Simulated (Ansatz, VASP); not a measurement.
**Two plane-wave programs on MoH3**

```
H Mo
1.0
     2.79116    0.00000    0.00000
     0.00000    2.79116    0.00000
     0.00000    0.00000    3.54206
H Mo
3 1
Direct
  0.50000 0.50000 0.50000
  0.00000 0.00000 0.50000
  0.50000 0.50000 0.00000
  0.00000 0.00000 0.00000
```

Alike in both runs: functional PBE; k mesh 4 × 4 × 4; occupations gaussian, width 0.15 eV; no spin polarisation.

Ansatz relaxed the structure, and its values are those at the end. VASP's run is a single point on that final structure, the one shown.

|  | VASP | Ansatz |
| --- | --- | --- |
| version | VASP 6.6.1 | Ansatz 0.2.0 |
| potentials or method | VASP PAW PBE potentials, release 64 (H, Mo_sv), cutoff 500 eV | scalar-relativistic, plane waves, PAW |
| valence electrons in the cell | 17 | 17 |

```tsv
	VASP	Ansatz	Ansatz less VASP
gap on the k mesh at the Fermi level (eV)	none	none	-
pressure (GPa)	0.0	0.0	-0.02
```

A gap of «none» marks a metal or a gap that the smearing closes.

The k mesh is coarse, so the values compare programs but aren't converged.
